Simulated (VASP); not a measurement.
# WC (NiAs type) (P6_3/mmc) in VASP: relaxation of cell and atoms with PBE

Aim: the relaxation of cell and atoms of WC (NiAs type) with PBE.

All numbers are computed with VASP 6.6.1; they aren't measurements. Logs are shortened: lines on timing, memory, paths and dates and some standing lists are left out, and cuts for length are marked.

## Step 1: The cell of the first run

Symmetry: P6_3/mmc, No. 194, hexagonal system. The conventional cell has a = 2.688 Å, b = 2.688 Å, c = 4.166 Å, α = 90.00°, β = 90.00°, γ = 120.00°. W (site symmetry -3m) has 6 C at 1.87 Å and 2 W at 2.08 Å within 2.5 Å. Within 2.7 Å of C (site symmetry -6m2) lie 6 W at 1.87 Å and 12 C at 2.60 to 2.69 Å.

## Step 2: Relaxation of cell and atoms, PBE, target pressure 480 GPa, at which the enthalpy is minimised

INCAR reads:

```
SYSTEM = WC
PREC     = Accurate       ! precision mode
ENCUT    = 600            ! plane-wave cutoff, eV
EDIFF    = 1E-7           ! SCF threshold, eV
ISMEAR   = -1             ! smearing method
SIGMA    = 0.1            ! smearing width, eV
LREAL    = .FALSE.        ! projectors in reciprocal space
LASPH    = .TRUE.         ! aspherical terms in the spheres
NELM     = 80             ! most SCF steps
ALGO     = Normal         ! electronic algorithm
ISIF     = 3              ! what is computed and relaxed
LWAVE    = .FALSE.        ! write WAVECAR
LCHARG   = .FALSE.        ! write CHGCAR
GGA      = PE             ! functional
IBRION   = 2              ! ionic algorithm
NSW      = 60             ! ionic steps
EDIFFG   = -0.005         ! ionic threshold
PSTRESS  = 4800.0
```

KPOINTS reads:

```
Automatic mesh
0
G
  12 12 7
  0 0 0
```

POSCAR reads:

```
WC
1.0
    2.6876067846      0.0000000000      0.0000000000
   -1.3438033923      2.3275357508      0.0000000000
    0.0000000000      0.0000000000      4.1657905161
W C
2 2
Direct
    0.0000000000      0.0000000000      0.0000000000
    0.0000000000      0.0000000000      0.5000000000
    0.3333333333      0.6666666667      0.2500000000
    0.6666666667      0.3333333333      0.7500000000
```

Potentials or basis: VASP PAW PBE potentials, release 64 (W_sv, C).

The run is started by

```sh
$ cat potpaw_PBE.64/W_sv/POTCAR potpaw_PBE.64/C/POTCAR > POTCAR
$ mpirun -np 1 vasp_std > vasp.out
```

OUTCAR:

```text
SYSTEM = WC
   PREC = Accurate
   ENCUT = 600
   EDIFF = 1E-7
   ISMEAR = -1
   LREAL = .FALSE.
   LASPH = .TRUE.
   NELM = 80
   ISIF = 3
   GGA = PE
   IBRION = 2
   NSW = 60
   EDIFFG = -0.005
   PSTRESS = 4800.0

 ion  position               nearest neighbor table
   1  0.000  0.000  0.000-   3 1.87   4 1.87   3 1.87   4 1.87   4 1.87   3 1.87   2 2.08   2 2.08
                             2 3.40   2 3.40   2 3.40   2 3.40   2 3.40   2 3.40   2 3.40   2 3.40
   2  0.000  0.000  0.500-   3 1.87   4 1.87   3 1.87   4 1.87   4 1.87   3 1.87   1 2.08   1 2.08
                             1 3.40   1 3.40   1 3.40   1 3.40   1 3.40   1 3.40   1 3.40   1 3.40
   3  0.333  0.667  0.250-   1 1.87   2 1.87   1 1.87   2 1.87   1 1.87   2 1.87
   4  0.667  0.333  0.750-   1 1.87   2 1.87   1 1.87   2 1.87   1 1.87   2 1.87

  LATTYP: Found a hexagonal cell.
 ALAT       =     2.6876067846
 C/A-ratio  =     1.5500000000

  Lattice vectors:

 A1 = (   2.6876067846,   0.0000000000,   0.0000000000)
 A2 = (  -1.3438033923,   2.3275357508,   0.0000000000)
 A3 = (   0.0000000000,   0.0000000000,   4.1657905161)

Analysis of symmetry for initial positions (statically):
=====================================================================
 Subroutine PRICEL returns:
 Original cell was already a primitive cell.

 Routine SETGRP: Setting up the symmetry group for a
 hexagonal supercell.

 Subroutine GETGRP returns: Found 24 space group operations
 (whereof 12 operations were pure point group operations)
 out of a pool of 24 trial point group operations.

The static configuration has the point symmetry D_3d.
 The point group associated with its full space group is D_6h.

Analysis of symmetry for dynamics (positions and initial velocities):
=====================================================================
 Subroutine PRICEL returns:
 Original cell was already a primitive cell.

 Routine SETGRP: Setting up the symmetry group for a
 hexagonal supercell.

 Subroutine GETGRP returns: Found 24 space group operations
 (whereof 12 operations were pure point group operations)
 out of a pool of 24 trial point group operations.

The dynamic configuration has the point symmetry D_3d.
 The point group associated with its full space group is D_6h.

 Subroutine INISYM returns: Found 24 space group operations
 (whereof 12 operations are pure point group operations),
 and found     1 'primitive' translations

----------------------------------------------------------------------------------------

                                     Primitive cell

  volume of cell :      26.0591

  direct lattice vectors                    reciprocal lattice vectors
     2.687606785  0.000000000  0.000000000     0.372078239  0.214819472  0.000000000
    -1.343803392  2.327535751  0.000000000     0.000000000  0.429638943  0.000000000
     0.000000000  0.000000000  4.165790516     0.000000000  0.000000000  0.240050477

  length of vectors
     2.687606785  2.687606785  4.165790516     0.429638943  0.429638943  0.240050477

  position of ions in fractional coordinates (direct lattice)
     0.000000000  0.000000000  0.000000000
     0.000000000  0.000000000  0.500000000
     0.333333333  0.666666667  0.250000000
     0.666666667  0.333333333  0.750000000

  ion indices of the primitive-cell ions
   primitive index   ion index
                 1           1
                 2           2
                 3           3
                 4           4

----------------------------------------------------------------------------------------

 KPOINTS: Automatic mesh

Automatic generation of k-mesh.
 Grid dimensions read from file:
 generate k-points for:   12   12    7

 Generating k-lattice:

  Cartesian coordinates                     Fractional coordinates (reciprocal lattice)
     0.031006520  0.017901623  0.000000000     0.083333333  0.000000000  0.000000000
     0.000000000  0.035803245  0.000000000     0.000000000  0.083333333  0.000000000
     0.000000000  0.000000000  0.034292925     0.000000000  0.000000000  0.142857143

  Length of vectors
     0.035803245  0.035803245  0.034292925

  Shift w.r.t. Gamma in fractional coordinates (k-lattice)
     0.000000000  0.000000000  0.000000000

 Subroutine IBZKPT returns following result:
 ===========================================

 Found     76 irreducible k-points:

 Following reciprocal coordinates:
            Coordinates               Weight
  0.000000  0.000000  0.000000      1.000000
  0.083333  0.000000  0.000000      6.000000
  0.166667  0.000000  0.000000      6.000000
  0.250000  0.000000  0.000000      6.000000
  0.333333  0.000000  0.000000      6.000000
  0.416667  0.000000  0.000000      6.000000
[... 16 lines left out ...]
  0.250000  0.000000  0.142857     12.000000
  0.333333  0.000000  0.142857     12.000000
 [... further k-points ...]
   k-points           NKPTS =     76   k-points in BZ     NKDIM =     76   number of bands    NBANDS=     22
   number of dos      NEDOS =    301   number of ions     NIONS =      4
   total plane-waves  NPLWV =  20736
   dimension x,y,z NGX =    24 NGY =   24 NGZ =   36
   dimension x,y,z NGXF=    48 NGYF=   48 NGZF=   72
   ions per type =               2   2
   NGX,Y,Z   is equivalent  to a cutoff of  14.85, 14.85, 14.37 a.u.
   NGXF,Y,Z  is equivalent  to a cutoff of  29.69, 29.69, 28.73 a.u.
 SYSTEM =  WC
   PREC   = accura    normal or accurate (medium, high low for compatibility)
   ISTART =      0    job   : 0-new  1-cont  2-samecut
   ICHARG =      2    charge: 1-file 2-atom 10-const
   ISPIN  =      1    spin polarized calculation?
   LNONCOLLINEAR =      F non collinear calculations
   LSORBIT =      F    spin-orbit coupling
   LASPH  =      T    aspherical Exc in radial PAW
   ENCUT  =  600.0 eV  44.10 Ry    6.64 a.u.   5.37  5.37  8.32*2*pi/ulx,y,z
   NELM   =     80;   NELMIN=  2; NELMDL= -5     # of ELM steps
   EDIFF  = 0.1E-06   stopping-criterion for ELM
   LREAL  =      F    real-space projection
   EDIFFG = -.5E-02   stopping-criterion for IOM
   NSW    =     60    number of steps for IOM
   IBRION =      2    ionic relax: 0-MD 1-quasi-New 2-CG
   NFREE  =      1    steps in history (QN), initial steepest desc. (CG)
   ISIF   =      3    stress and relaxation
   ISYM   =      2    0-nonsym 1-usesym 2-fastsym
   POTIM  = 0.5000    time-step for ionic-motion
   TEBEG  =    0.0;   TEEND  =   0.0 temperature during run
   PSTRESS= 4800.0 pullay stress
   NELECT =      36.0000    total number of electrons
   NUPDOWN=      -1.0000    fix difference up-down
   EMIN   =  10.00;   EMAX   =-10.00  energy-range for DOS
   EFERMI =   0.00;   METHOD = LEGACY
   ISMEAR =    -1;   SIGMA  =   0.10  broadening in eV -4-tet -1-fermi 0-gaus
   EFERMI_NEDOS =   21; number of points for ismear=-14 and -15
   IALGO  =     38    algorithm
   IMIX   =      4    mixing-type and parameters
     AMIX     =   0.40;   BMIX     =  1.00
     AMIX_MAG =   1.60;   BMIX_MAG =  1.00
  volume/ion in A,a.u.               =       6.51        43.96
  Fermi-wavevector in a.u.,A,eV,Ry     =   1.823290  3.445519 45.231039  3.324388
  Thomas-Fermi vector in A             =   2.879266
   LORBIT       =      0    0 simple, 1 ext, 2 COOP (PROOUT), +10 PAW based schemes
   GGA     = PE    functional components
   LHFCALC =     F    Hartree Fock is set to
   AEXX    =    0.0000 exact exchange contribution
   IVDW    =     0    specifies the selected vdW correction
   LEPSILON=     F    determine dielectric tensor
   LRPA    =     F    only Hartree local field effects (RPA)
 conjugate gradient relaxation of ions
 non-spin polarized calculation
  energy-cutoff  :      600.00
  volume of cell :       26.06
 maximum number of plane-waves:       887
 NGX is ok and might be reduce to    24
   NGX = 11   NGY = 11   NGZ = 17

--------------------------------------- Ionic step        1  -------------------------------------------

 number of electron      36.0000002 magnetization

 Free energy of the ion-electron system (eV)
  ---------------------------------------------------
  ext. energy  EPLUGINS =         0.00000000
  ---------------------------------------------------
  free energy    TOTEN  =       -20.40153206 eV

  energy without entropy =      -20.36825220  energy(sigma->0) =      -20.38489213

------------------------ aborting loop because EDIFF is reached ----------------------------------------

  FORCE on cell =-STRESS in cart. coord.  units (eV):
  Direction    XX          YY          ZZ          XY          YZ          ZX
  --------------------------------------------------------------------------------------
  -------------------------------------------------------------------------------------
  Total       73.0705666     73.0705666    134.6774729      0.0000000      0.0000000      0.0000000
  in kB     4492.5564334   4492.5564332   8280.2991077      0.0000000      0.0000000      0.0000000
  external PRESSURE =     955.1373248 kB  Pullay stress =    4800.0000000 kB
[... 99 lines left out ...]
  FREE ENERGIE OF THE ION-ELECTRON SYSTEM (eV)
  ---------------------------------------------------
  free  energy   TOTEN  =       -37.1461006818 eV

  energy  without entropy=      -37.1160356077  energy(sigma->0) =      -37.13106814

  enthalpy is  TOTEN    =        54.8158615937 eV   P V=       91.9619622755

[... ionic steps 4 to 13 ...]

--------------------------------------- Ionic step       14  -------------------------------------------

 number of electron      35.9999991 magnetization

------------------------ aborting loop because EDIFF is reached ----------------------------------------

  FORCE on cell =-STRESS in cart. coord.  units (eV):
  Direction    XX          YY          ZZ          XY          YZ          ZX
  --------------------------------------------------------------------------------------
  -------------------------------------------------------------------------------------
  Total       79.1881474     79.1881474     79.2652221      0.0000000      0.0000000      0.0000000
  in kB     4804.4058132   4804.4058126   4809.0819943      0.0000000      0.0000000      0.0000000
  external PRESSURE =       5.9645401 kB  Pullay stress =    4800.0000000 kB
[... 65 lines left out ...]
  enthalpy is  TOTEN    =        51.1041519861 eV   P V=       79.1858299479

--------------------------------------- Ionic step       16  -------------------------------------------

 number of electron      35.9999991 magnetization

 Free energy of the ion-electron system (eV)
  ---------------------------------------------------
  ext. energy  EPLUGINS =         0.00000000
  ---------------------------------------------------
  free energy    TOTEN  =       -28.03180876 eV

  energy without entropy =      -28.00560379  energy(sigma->0) =      -28.01870627

 E-fermi :  18.7276     XC(G=0): -16.5099

 val. band max:       18.7109756065   @ k =   0.0833   0.0000   0.0000
 cond. band min:      18.7589798421   @ k =   0.4167   0.0000   0.0000
 fundamental gap:      0.0480042356
 Fermi energy:        18.7276067733

 k-point     1 :       0.0000    0.0000    0.0000
  band No.  band energies     occupation
      1     -54.8300      2.00000
      2     -54.6459      2.00000
      3     -21.3083      2.00000
      4     -18.8923      2.00000
      5     -17.7623      2.00000
      6     -17.7623      2.00000
[... 574 lines left out ...]
      6     -18.4782      2.00000
[... 14 lines left out ...]
     21      23.8094      0.00000
     22      24.7962      0.00000

 [... further k-points ...]
[... 5 lines left out ...]
  --------------------------------------------------------------------------------------
  -------------------------------------------------------------------------------------
  Total       79.1454157     79.1454157     79.1422103      0.0000000      0.0000000      0.0000000
  in kB     4800.5802221   4800.5802213   4800.3857940      0.0000000      0.0000000      0.0000000
  external PRESSURE =       0.5154125 kB  Pullay stress =    4800.0000000 kB
[... 19 lines left out ...]
  FREE ENERGIE OF THE ION-ELECTRON SYSTEM (eV)
  ---------------------------------------------------
  free  energy   TOTEN  =       -28.0318087579 eV

  energy  without entropy=      -28.0056037912  energy(sigma->0) =      -28.01870627

  enthalpy is  TOTEN    =        51.1040410765 eV   P V=       79.1358498345

 reached required accuracy - stopping structural energy minimisation
```

Run time: 3.8 min. Hardware: 1 thread of Intel Xeon 6975P-C (Granite Rapids), shared host; peak memory 0.21 GiB.

What came out:

| Quantity | Value |
| --- | --- |
| Free energy | -28.0318 eV |
| Relaxed volume | 6.60 Å³/atom |
| Relaxed cell | a = 2.448 Å, b = 2.448 Å, c = 5.092 Å, α = 90.00°, β = 90.00°, γ = 120.00° |
| Space group after relaxing (to 0.1 Å) | P6_3/mmc (No. 194) |
| Energy change on relaxing (the run minimises the enthalpy) | -1907.6 meV/atom |
| Ionic steps | 16 |
| Pressure after relaxing | 480.1 GPa |
| Band gap on the k mesh | zero (bands 18 and 19 overlap by 1.22 eV) |

The path:
| step | energy change (eV) | largest force (eV/Å) | pressure (GPa) | volume (Å³) |
| --- | --- | --- | --- | --- |
| 1 | 0.0000 | 0.0000 | 575.51 | 26.06 |
| 2 | -17.3116 | 0.0000 | 50.63 | 38.72 |
| 3 | -16.7446 | 0.0000 | 247.31 | 30.70 |
| 4 | -13.1838 | 0.0000 | 326.25 | 29.22 |
| 5 | 35.2379 | 0.0000 | 1261.13 | 20.41 |
| 6 | -10.3247 | 0.0000 | 413.64 | 27.39 |
| 7 | -9.4303 | 0.0000 | 433.83 | 27.05 |
| 8 | -9.0144 | 0.0000 | 442.82 | 26.90 |
| 9 | -2.0445 | 0.0000 | 620.13 | 24.88 |
| 10 | -7.7967 | 0.0000 | 475.90 | 26.47 |
| 11 | -7.6997 | 0.0000 | 478.48 | 26.44 |
| 12 | -7.6718 | 0.0000 | 479.22 | 26.43 |
| 13 | -7.5725 | 0.0000 | 481.45 | 26.40 |
| 14 | -7.6099 | 0.0000 | 480.60 | 26.41 |
| 15 | -7.6801 | 0.0000 | 478.72 | 26.43 |
| 16 | -7.6303 | 0.0000 | 480.05 | 26.41 |

Final structure:
```
W C
1.0
     2.44752    0.00000    0.00000
    -1.22376    2.11961    0.00000
     0.00000    0.00000    5.09167
W C
2 2
Direct
  0.00000 0.00000 0.00000
  0.00000 0.00000 0.50000
  0.33333 0.66667 0.25000
  0.66667 0.33333 0.75000
```

Caveat: the cell is relaxed towards a set pressure, so the run minimises the enthalpy, not the energy; a cell axis changed by over 15 % at a fixed basis, so the end point is rough; spin-orbit coupling is left out, which moves the levels of the heavy elements.
